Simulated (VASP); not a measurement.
# B5P (F-43m) in VASP: a series of runs

Runs on B5P. Level: PBE. Tasks: single point.

All numbers are computed with VASP 6.6.1; they aren't measurements. Logs are shortened: lines on timing, memory, paths and dates and some standing lists are left out, and cuts for length are marked.

### Step 1. The cell of the first run

It takes space group F-43m (No. 216, cubic). The conventional cell has a = 5.602 Å, b = 5.602 Å, c = 5.602 Å, α = 90.00°, β = 90.00°, γ = 90.00°. B (site symmetry -43m) has 12 B at 2.32 Å and 4 P at 2.43 Å within 3.1 Å. B (site symmetry 3m) has 9 B at 1.91 to 2.32 Å and 3 P at 2.33 Å within 2.5 Å. Within 3.1 Å of P (site symmetry -43m) lie 16 B at 2.33 to 2.43 Å.

### Step 2. Single point, PBE

INCAR

```
  PREC = Accurate
  ENCUT = 500
  EDIFF = 1E-6
  ISMEAR = 0
  SIGMA = 0.2
  LREAL = False
  LASPH = True
  NELM = 120
  ALGO = Normal
  ISIF = 2
  LWAVE = False
  LCHARG = False
  GGA = PE
  NBANDS = 19
  GGA_COMPAT = False
```

KPOINTS

```
regular mesh
0
Gamma
  4 4 4
```

POSCAR

```
B5P
1.0
    0.0000000000      2.8010109143      2.8010109143
    2.8010109143      0.0000000000      2.8010109143
    2.8010109143      2.8010109143      0.0000000000
B P
5 1
Direct
    0.2500000000      0.2500000000      0.2500000000
    0.1377118882      0.6207627039      0.6207627039
    0.6207627039      0.6207627039      0.6207627039
    0.6207627039      0.1377118882      0.6207627039
    0.6207627039      0.6207627039      0.1377118882
    0.0000000000      0.0000000000      0.0000000000
```

Potentials or basis: VASP PAW PBE potentials, release 64 (B, P).

Launch:

```console
> cat potpaw_PBE.64/B/POTCAR potpaw_PBE.64/P/POTCAR > POTCAR
> mpirun -np 1 vasp_std > vasp.out
```

OUTCAR:

```text
PREC = Accurate
   ENCUT = 500
   EDIFF = 1E-6
   ISMEAR = 0
   LREAL = False
   LASPH = True
   NELM = 120
   ISIF = 2
   GGA = PE

 ion  position               nearest neighbor table
   1  0.250  0.250  0.250-   6 2.43   6 2.43   6 2.43   6 2.43
   2  0.138  0.621  0.621-   3 1.91   4 1.91   5 1.91   4 2.05   5 2.05   3 2.05   6 2.33   6 2.33
                             6 2.33
   3  0.621  0.621  0.621-   2 1.91   4 1.91   5 1.91   2 2.05   4 2.05   5 2.05   6 2.33   6 2.33
                             6 2.33
   4  0.621  0.138  0.621-   2 1.91   3 1.91   5 1.91   2 2.05   5 2.05   3 2.05   6 2.33   6 2.33
                             6 2.33
   5  0.621  0.621  0.138-   2 1.91   3 1.91   4 1.91   4 2.05   2 2.05   3 2.05   6 2.33   6 2.33
                             6 2.33
   6  0.000  0.000  0.000-   4 2.33   5 2.33   2 2.33   5 2.33   2 2.33   4 2.33   3 2.33   3 2.33
                             3 2.33   2 2.33   4 2.33   5 2.33   1 2.43   1 2.43   1 2.43   1 2.43

  LATTYP: Found a face centered cubic cell.
 ALAT       =     5.6020218286

  Lattice vectors:

 A1 = (   0.0000000000,   2.8010109143,   2.8010109143)
 A2 = (   2.8010109143,   0.0000000000,   2.8010109143)
 A3 = (   2.8010109143,   2.8010109143,   0.0000000000)

Analysis of symmetry for initial positions (statically):
=====================================================================
 Subroutine PRICEL returns:
 Original cell was already a primitive cell.

 Routine SETGRP: Setting up the symmetry group for a
 face centered cubic supercell.

 Subroutine GETGRP returns: Found 24 space group operations
 (whereof 24 operations were pure point group operations)
 out of a pool of 48 trial point group operations.

The static configuration has the point symmetry T_d .

Analysis of symmetry for dynamics (positions and initial velocities):
=====================================================================
 Subroutine PRICEL returns:
 Original cell was already a primitive cell.

 Routine SETGRP: Setting up the symmetry group for a
 face centered cubic supercell.

 Subroutine GETGRP returns: Found 24 space group operations
 (whereof 24 operations were pure point group operations)
 out of a pool of 48 trial point group operations.

The dynamic configuration has the point symmetry T_d .

 Subroutine INISYM returns: Found 24 space group operations
 (whereof 24 operations are pure point group operations),
 and found     1 'primitive' translations

----------------------------------------------------------------------------------------

[... 88 lines left out ...]
   NFREE  =      0    steps in history (QN), initial steepest desc. (CG)
   ISIF   =      2    stress and relaxation
   ISYM   =      2    0-nonsym 1-usesym 2-fastsym
   POTIM  = 0.5000    time-step for ionic-motion
   TEBEG  =    0.0;   TEEND  =   0.0 temperature during run
   PSTRESS=    0.0 pullay stress
   NELECT =      20.0000    total number of electrons
   NUPDOWN=      -1.0000    fix difference up-down
   EMIN   =  10.00;   EMAX   =-10.00  energy-range for DOS
   EFERMI =   0.00;   METHOD = LEGACY
   ISMEAR =     0;   SIGMA  =   0.20  broadening in eV -4-tet -1-fermi 0-gaus
   EFERMI_NEDOS =   21; number of points for ismear=-14 and -15
   IALGO  =     38    algorithm
   IMIX   =      4    mixing-type and parameters
     AMIX     =   0.40;   BMIX     =  1.00
     AMIX_MAG =   1.60;   BMIX_MAG =  1.00
  volume/ion in A,a.u.               =       7.33        49.43
  Fermi-wavevector in a.u.,A,eV,Ry     =   1.259196  2.379536 21.573054  1.585575
  Thomas-Fermi vector in A             =   2.392768
   LORBIT       =      0    0 simple, 1 ext, 2 COOP (PROOUT), +10 PAW based schemes
   GGA     = PE    functional components
   LHFCALC =     F    Hartree Fock is set to
   AEXX    =    0.0000 exact exchange contribution
   IVDW    =     0    specifies the selected vdW correction
   LEPSILON=     F    determine dielectric tensor
   LRPA    =     F    only Hartree local field effects (RPA)
 non-spin polarized calculation
 Gauss-broadening in eV      SIGMA  =   0.20
  energy-cutoff  :      500.00
  volume of cell :       43.95
 maximum number of plane-waves:      1139
 NGX is ok and might be reduce to    30
   NGX = 15   NGY = 15   NGZ = 15

 number of electron      20.0000001 magnetization

 Free energy of the ion-electron system (eV)
  ---------------------------------------------------
  ext. energy  EPLUGINS =         0.00000000
  ---------------------------------------------------
  free energy    TOTEN  =       -28.84595708 eV

  energy without entropy =      -28.80898894  energy(sigma->0) =      -28.82747301

 E-fermi :  10.6474     XC(G=0): -12.6010

 val. band max:       10.5170804425   @ k =   0.5000   0.0000   0.0000
 cond. band min:      10.7499017574   @ k =   0.2500   0.2500   0.0000
 fundamental gap:      0.2328213149
 Fermi energy:        10.6474361600

 k-point     1 :       0.0000    0.0000    0.0000
  band No.  band energies     occupation
      1      -7.9635      2.00000
      2       1.0496      2.00000
      3       3.0812      2.00000
      4       3.0812      2.00000
      5       3.0812      2.00000
      6       5.0959      2.00000
[... 153 lines left out ...]
      6       4.4079      2.00000
[... 11 lines left out ...]
     18      17.7629      0.00000
     19      17.8007      0.00000

------------------------ aborting loop because EDIFF is reached ----------------------------------------

  FORCE on cell =-STRESS in cart. coord.  units (eV):
  Direction    XX          YY          ZZ          XY          YZ          ZX
  --------------------------------------------------------------------------------------
  -------------------------------------------------------------------------------------
  Total        0.0884489      0.0884489      0.0884489     -0.0000000     -0.0000000     -0.0000000
  in kB        3.2242500      3.2242500      3.2242500     -0.0000000     -0.0000000     -0.0000000
  external PRESSURE =       3.2242500 kB  Pullay stress =       0.0000000 kB

 VOLUME and BASIS-vectors are now :
 -----------------------------------------------------------------------------
  energy-cutoff  :      500.00
  volume of cell :       43.95
      direct lattice vectors                 reciprocal lattice vectors
     0.000000000  2.801010914  2.801010914    -0.178506980  0.178506980  0.178506980
     2.801010914  0.000000000  2.801010914     0.178506980 -0.178506980  0.178506980
     2.801010914  2.801010914  0.000000000     0.178506980  0.178506980 -0.178506980

 POSITION                                       TOTAL-FORCE (eV/Angst)
 -----------------------------------------------------------------------------------
      1.40051      1.40051      1.40051         0.000000     -0.000000     -0.000000
      3.47753      2.12450      2.12450        -0.033787      0.033787      0.033787
      3.47753      3.47753      3.47753        -0.033787     -0.033787     -0.033787
      2.12450      3.47753      2.12450         0.033787     -0.033787      0.033787
      2.12450      2.12450      3.47753         0.033787      0.033787     -0.033787
      0.00000      0.00000      0.00000         0.000000      0.000000      0.000000
 -----------------------------------------------------------------------------------
    total drift:                                0.000000      0.000000      0.000000

  FREE ENERGIE OF THE ION-ELECTRON SYSTEM (eV)
  ---------------------------------------------------
  free  energy   TOTEN  =       -28.8459570814 eV

  energy  without entropy=      -28.8089889363  energy(sigma->0) =      -28.82747301
```

OSZICAR:

```text
N       E                     dE             d eps       ncg     rms          rms(c)
DAV:   1     0.298308616341E+02    0.29831E+02   -0.88926E+03   304   0.922E+02
DAV:   2    -0.266910433809E+02   -0.56522E+02   -0.54219E+02   371   0.167E+02
DAV:   3    -0.293744326086E+02   -0.26834E+01   -0.25763E+01   413   0.278E+01
DAV:   4    -0.293927262022E+02   -0.18294E-01   -0.18265E-01   381   0.229E+00
DAV:   5    -0.293928204023E+02   -0.94200E-04   -0.94149E-04   401   0.174E-01    0.881E+00
DAV:   6    -0.288640914539E+02    0.52873E+00   -0.99506E-01   388   0.561E+00    0.510E+00
DAV:   7    -0.288499294631E+02    0.14162E-01   -0.18028E-01   391   0.232E+00    0.272E+00
DAV:   8    -0.288462487028E+02    0.36808E-02   -0.11544E-02   388   0.685E-01    0.278E-01
DAV:   9    -0.288459769726E+02    0.27173E-03   -0.10979E-03   396   0.206E-01    0.916E-02
DAV:  10    -0.288459612591E+02    0.15714E-04   -0.64399E-05   399   0.581E-02    0.370E-02
DAV:  11    -0.288459582154E+02    0.30437E-05   -0.93799E-06   401   0.215E-02    0.480E-03
DAV:  12    -0.288459571412E+02    0.10742E-05   -0.28153E-06   337   0.104E-02    0.282E-03
DAV:  13    -0.288459570814E+02    0.59842E-07   -0.21230E-07   167   0.316E-03
   1 F= -.28845957E+02 E0= -.28827473E+02  d E =-.369681E-01
```

Run time: 14 s. Hardware: 1 thread of Intel Xeon 8259CL, shared host; peak memory 0.16 GiB.

What came out:

```yaml
Free_energy: -28.8460 eV
Pressure: 0.3 GPa
Largest_force: 0.059 eV/Å
Band_gap_on_the_k_mesh: zero (band 10 reaches 11.88 eV, above the bottom of band 11 at 7.51 eV)
```

Forces on the atoms (eV/Å):
```
B    0.000  0.000  0.000
B   -0.034  0.034  0.034
B   -0.034 -0.034 -0.034
B    0.034 -0.034  0.034
B    0.034  0.034 -0.034
P    0.000  0.000  0.000
```

Caveat: the k points lie up to 0.49 Å⁻¹ apart.

### Step 3. Single point, PBE

This run uses another cell than the first one, of 7.53 Å³/atom, 1.028 times its volume.

INCAR

```
SYSTEM = B5P
  PREC = Accurate
  ENCUT = 500
  EDIFF = 1E-6
  ISMEAR = 0
  SIGMA = 0.2
  LREAL = .FALSE.
  LASPH = .TRUE.
  NELM = 120
  ALGO = Normal
  ISIF = 2
  LWAVE = .FALSE.
  LCHARG = .FALSE.
  GGA = PE
  NBANDS = 19
  GGA_COMPAT = .FALSE.
```

KPOINTS

```
Automatic mesh
0
G
  5 5 5
  0 0 0
```

POSCAR

```
B5P
1.0
    0.0000000000      2.8270417168      2.8270417168
    2.8270417168      0.0000000000      2.8270417168
    2.8270417168      2.8270417168      0.0000000000
B P
5 1
Direct
    0.3810448556      0.3810448556      0.8568654332
    0.3810448556      0.8568654332      0.3810448556
    0.8568654332      0.3810448556      0.3810448556
    0.3810448556      0.3810448556      0.3810448556
    0.7500000000      0.7500000000      0.7500000000
    0.0000000000      0.0000000000      0.0000000000
```

Potentials or basis: VASP PAW PBE potentials, release 64 (B, P).

Launch:

```console
> cat potpaw_PBE.64/B/POTCAR potpaw_PBE.64/P/POTCAR > POTCAR
> mpirun -np 1 vasp_std > vasp.out
```

It took 15 s on 1 thread of Intel Xeon 8259CL, shared host; peak memory 0.16 GiB.

It converged, with:

| Item | Value |
| --- | --- |
| Free energy | -28.6835 eV |
| Pressure | -0.7 GPa |
| Largest force | 0.099 eV/Å |
| Band gap on the k mesh | zero (band 10 reaches 10.86 eV, above the bottom of band 11 at 7.08 eV) |

Forces on the atoms (eV/Å):
```
B   -0.057 -0.057  0.057
B   -0.057  0.057 -0.057
B    0.057 -0.057 -0.057
B    0.057  0.057  0.057
B    0.000  0.000  0.000
P    0.000  0.000  0.000
```

Levels at points of the mesh, in eV from the Fermi level:
```tsv
k point	band 7	band 8	band 9	band 10	band 11	band 12	band 13	band 14	band 15	band 16
(0.00, 0.00, 0.00)	-4.44	-4.44	-4.44	-2.67	-2.67	-1.76	-0.51	-0.51	-0.51	7.73
```

Caveat: the k points lie up to 0.38 Å⁻¹ apart.

### Step 4. Single point, PBE

This run uses another cell than the first one, of 12.46 Å³/atom, 1.701 times its volume.

INCAR

```
  PREC = Accurate
  ENCUT = 500
  EDIFF = 1E-6
  ISMEAR = 0
  SIGMA = 0.2
  LREAL = False
  LASPH = True
  NELM = 120
  ALGO = Normal
  ISIF = 2
  LWAVE = False
  LCHARG = False
  GGA = PE
  NBANDS = 19
  GGA_COMPAT = False
```

KPOINTS

```
Automatic mesh
0
Gamma
  5 5 5
```

POSCAR

```
B5P
1.0
    0.0000000000      3.3436577578      3.3436577578
    3.3436577578      0.0000000000      3.3436577578
    3.3436577578      3.3436577578      0.0000000000
B P
5 1
Direct
    0.9111214894      0.9111214894      0.9111214894
    0.9111214894      0.9111214894      0.2666355318
    0.9111214894      0.2666355318      0.9111214894
    0.2666355318      0.9111214894      0.9111214894
    0.5000000000      0.5000000000      0.5000000000
    0.7500000000      0.7500000000      0.7500000000
```

Launch:

```console
> cat potpaw_PBE.64/B/POTCAR potpaw_PBE.64/P/POTCAR > POTCAR
> mpirun -np 1 vasp_std > vasp.out
```

Run time: 37 s. Hardware: 1 thread of Intel Xeon 8259CL, shared host; peak memory 0.19 GiB.

The run converged. Its results:

```
Free energy            : -32.3302 eV
Pressure               : 0.4 GPa
Largest force          : 0.037 eV/Å
Band gap on the k mesh : zero (band 10 reaches 4.12 eV, above the bottom of band 11 at 2.71 eV)
```

Forces on the atoms (eV/Å):
```
B   -0.021 -0.021 -0.021
B    0.021  0.021 -0.021
B    0.021 -0.021  0.021
B   -0.021  0.021  0.021
B    0.000  0.000  0.000
P    0.000  0.000  0.000
```

Levels at points of the mesh, in eV from the Fermi level:
```csv
k point,band 7,band 8,band 9,band 10,band 11,band 12,band 13,band 14
"(0.00, 0.00, 0.00)",-4.14,-4.14,-4.00,0.09,0.09,1.54,1.54,1.54
```

### Step 5. The runs side by side

| cell | k mesh | gap on the mesh (eV) | pressure (GPa) | largest force (eV/Å) |
| --- | --- | --- | --- | --- |
| a = 3.961 Å, angles 60.0°, 6 atoms | 4 × 4 × 4 | none | 0.3 | 0.06 |
| a = 3.998 Å, angles 60.0°, 6 atoms | 5 × 5 × 5 | none | -0.7 | 0.10 |
| a = 4.729 Å, angles 60.0°, 6 atoms | 5 × 5 × 5 | none | 0.4 | 0.04 |

Alike in all rows: task single point; level PBE; potentials or basis VASP PAW PBE potentials, release 64 (B, P); no spin polarisation; cutoff (eV) 500; smearing gaussian 0.2 eV.

Caveats: some runs use coarse meshes.

Total energies depend on the potentials used, so only differences within one code and one set of settings carry meaning.
